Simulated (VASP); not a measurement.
# Si7W4 (a cell with a defect) in VASP: notebook, part 2 of 2

VASP 6.6.1. The steps go on from the part before.

## Step 3: Single point, PBEsol

File INCAR:

```
SYSTEM = Si7W4
PREC = Accurate
ENCUT = 520
EDIFF = 1E-7
ISMEAR = 0
SIGMA = 0.05
LREAL = .False.
LASPH = .True.
NELM = 100
ALGO = Normal
ISIF = 2
LWAVE = .False.
LCHARG = .True.
GGA = PS
LELF = .True.
LVHAR = .True.
NBANDS = 53
```

File KPOINTS:

```
Automatic mesh
0
Gamma
  5 5 5
  0 0 0
```

File POSCAR:

```
Si7W4
1.0
   -3.2034200408      3.2034200408      7.8134584989
    1.6017100204     -1.6017100204      3.9067292494
    3.2034200408      3.2034200408     -7.8134584989
Si W
7 4
Direct
    0.1692007412      0.3463139634      0.0064579417
    0.3304972307      0.6678078045     -0.0041015539
    0.3287771959      0.6504529190      0.5000001497
    0.6627427803      0.3333980543     -0.0064579417
    0.8345987654      0.6760108868      0.0041015539
    0.6651626594      0.3313429938      0.4999999936
    0.8404338785      0.6599295227      0.4999999936
   -0.0039035010      0.0014462335      0.4999999936
   -0.0035810952     -0.0018803354      0.9938674790
    0.5061879407     -0.0098697056      0.4999999936
    0.5025514580      0.0103847836      1.0061324956
```

Potentials or basis: VASP PAW PBE potentials, release 64 (Si, W_sv).

Started as:

```bash
$ cat potpaw_PBE.64/Si/POTCAR potpaw_PBE.64/W_sv/POTCAR > POTCAR
$ mpirun -np 1 vasp_std > vasp.out
```

OUTCAR:

```text
SYSTEM = Si7W4
   PREC = Accurate
   ENCUT = 520
   EDIFF = 1E-7
   ISMEAR = 0
   LREAL = .False.
   LASPH = .True.
   NELM = 100
   ISIF = 2
   GGA = PS

 ion  position               nearest neighbor table
   1  0.169  0.346  0.006-  10 2.58   2 2.60   9 2.60   9 2.61   5 2.61  11 2.61   8 2.62   2 2.62
                             7 2.63   3 2.65
   2  0.330  0.668  0.996-   1 2.60  11 2.60   9 2.61   6 2.61   4 2.61   8 2.62  11 2.62   1 2.62
                            10 2.63   7 3.15
   3  0.329  0.650  0.500-  11 2.58   9 2.58  10 2.59   8 2.61   6 2.64   4 2.65   1 2.65  10 2.71

   4  0.663  0.333  0.994-  10 2.58   5 2.60  11 2.60  11 2.61   2 2.61   9 2.61   8 2.62   5 2.62
                             7 2.63   3 2.65
   5  0.835  0.676  0.004-   4 2.60   9 2.60  11 2.61   6 2.61   1 2.61   8 2.62   9 2.62   4 2.62
                            10 2.63   7 3.15
   6  0.665  0.331  0.500-  10 2.58  10 2.58   8 2.59   9 2.61  11 2.61   2 2.61   5 2.61   7 2.63
                             3 2.64   7 2.65
   7  0.840  0.660  0.500-   8 2.55   8 2.58  11 2.60   9 2.60  10 2.62   6 2.63   4 2.63   1 2.63
                             6 2.65   5 3.15   2 3.15
[... 1564 lines left out ...]
     52      14.1183      0.00000
     53      14.2720      0.00000

 [... further k-points ...]

------------------------ aborting loop because EDIFF is reached ----------------------------------------

  FORCE on cell =-STRESS in cart. coord.  units (eV):
  Direction    XX          YY          ZZ          XY          YZ          ZX
  --------------------------------------------------------------------------------------
  -------------------------------------------------------------------------------------
  Total       -5.9173822     -5.9173822      2.4912312     -0.0508021      0.7076259     -0.7076261
  in kB      -59.1206389    -59.1206389     24.8899215     -0.5075642      7.0698995     -7.0699009
  external PRESSURE =     -31.1171187 kB  Pullay stress =       0.0000000 kB

 VOLUME and BASIS-vectors are now :
 -----------------------------------------------------------------------------
  energy-cutoff  :      520.00
  volume of cell :      160.36
      direct lattice vectors                 reciprocal lattice vectors
    -3.203420041  3.203420041  7.813458499     0.000000000  0.156083184  0.063992149
     1.601710020 -1.601710020  3.906729249     0.312166368  0.000000000  0.127984298
     3.203420041  3.203420041 -7.813458499     0.156083184  0.156083184  0.000000000

 POSITION                                       TOTAL-FORCE (eV/Angst)
 -----------------------------------------------------------------------------------
      0.03336      0.00801      2.62454         0.002778      0.005029     -0.001323
      3.20119      3.17937     -2.59014         0.001831     -0.003331      0.000575
      1.59034      1.61309      1.20330        -0.003797      0.003797      0.012546
      1.59370      4.77177     -1.28219        -0.005029     -0.002778     -0.001323
     -1.57766      1.60394      9.13005         0.003331     -0.001831      0.000575
      0.00163      3.20179      2.58496         0.002696     -0.002696     -0.009000
     -0.03354      3.23696      5.23813        -0.011237      0.011237      0.012970
     -1.58689      4.79031      3.88188        -0.006880      0.006880     -0.004777
      1.59052      4.77703      3.91932         0.004700     -0.007684     -0.008719
      1.56608      1.63734      3.91652         0.003921     -0.003921      0.007197
     -1.57361      1.61289      3.91932         0.007684     -0.004700     -0.008719
 -----------------------------------------------------------------------------------
    total drift:                                0.000606      0.000616      0.000013

  FREE ENERGIE OF THE ION-ELECTRON SYSTEM (eV)
  ---------------------------------------------------
  free  energy   TOTEN  =       -97.5843354926 eV

  energy  without entropy=      -97.5790815923  energy(sigma->0) =      -97.58170854
```

OSZICAR:

```text
N       E                     dE             d eps       ncg     rms          rms(c)
DAV:   1     0.829992137460E+03    0.82999E+03   -0.43471E+04  4262   0.162E+03
DAV:   2    -0.452834453836E+02   -0.87528E+03   -0.84888E+03  4413   0.469E+02
DAV:   3    -0.100418892721E+03   -0.55135E+02   -0.52953E+02  5086   0.107E+02
DAV:   4    -0.102082219074E+03   -0.16633E+01   -0.16381E+01  5052   0.170E+01
DAV:   5    -0.102115136537E+03   -0.32917E-01   -0.32787E-01  5012   0.267E+00    0.476E+01
DAV:   6    -0.980735502397E+02    0.40416E+01   -0.21718E+01  4970   0.200E+01    0.150E+01
DAV:   7    -0.977699671950E+02    0.30358E+00   -0.23816E+00  4890   0.648E+00    0.801E+00
DAV:   8    -0.976814177331E+02    0.88549E-01   -0.12622E+00  5362   0.497E+00    0.301E+00
DAV:   9    -0.975857753014E+02    0.95642E-01   -0.42101E-01  5400   0.273E+00    0.514E-01
DAV:  10    -0.975853776752E+02    0.39763E-03   -0.29408E-02  5023   0.113E+00    0.526E-01
DAV:  11    -0.975845043301E+02    0.87335E-03   -0.32726E-03  5100   0.434E-01    0.301E-01
DAV:  12    -0.975843868840E+02    0.11745E-03   -0.11785E-03  5111   0.200E-01    0.144E-01
DAV:  13    -0.975843380841E+02    0.48800E-04   -0.19228E-04  4916   0.825E-02    0.330E-02
DAV:  14    -0.975843360617E+02    0.20224E-05   -0.24346E-05  5367   0.248E-02    0.717E-03
DAV:  15    -0.975843359340E+02    0.12772E-06   -0.27743E-06  4948   0.935E-03    0.388E-03
DAV:  16    -0.975843355023E+02    0.43168E-06   -0.17494E-07  3135   0.346E-03    0.595E-04
DAV:  17    -0.975843354926E+02    0.97534E-08   -0.27792E-08  2676   0.974E-04
   1 F= -.97584335E+02 E0= -.97581709E+02  d E =-.525390E-02
```

stdout:

```text
POSCAR found type information on POSCAR SiW
 POSCAR found :  2 types and      11 ions
 scaLAPACK will be used
 -----------------------------------------------------------------------------
|                                                                             |
|                                                                             |
|     You enforced a specific xc type in the INCAR file but a different       |
|     I HOPE YOU KNOW WHAT YOU ARE DOING!                                     |
|                                                                             |
 -----------------------------------------------------------------------------

 LDA part: xc-table for (Slater+PW92), standard interpolation
 POSCAR, INCAR and KPOINTS ok, starting setup
 FFT: planning ... GRIDC
 FFT: planning ... GRID_SOFT
 FFT: planning ... GRID
 WAVECAR not read
 entering main loop
```

Wall time 10 min (1 thread of Intel Xeon Platinum 8259CL at 2.50GHz (Skylake/Cascade Lake), shared host); peak memory 0.57 GiB.

What came out:

```
Free energy            : -97.5843 eV
Pressure               : -3.1 GPa
Largest force          : 0.021 eV/Å
Band gap on the k mesh : zero (band 42 reaches 10.34 eV, above the bottom of band 43 at 9.68 eV)
```

Forces in eV/Å, atoms in the order of the input:
```
Si   0.003  0.005 -0.001
Si   0.002 -0.003  0.001
Si  -0.004  0.004  0.013
Si  -0.005 -0.003 -0.001
Si   0.003 -0.002  0.001
Si   0.003 -0.003 -0.009
Si  -0.011  0.011  0.013
W   -0.007  0.007 -0.005
W    0.005 -0.008 -0.009
W    0.004 -0.004  0.007
W    0.008 -0.005 -0.009
```

Caveat: the k points lie up to 0.42 Å⁻¹ apart; the PAW data sets were made with another functional, which shifts forces and pressure a little; spin-orbit coupling is left out, which moves the levels of the heavy elements.
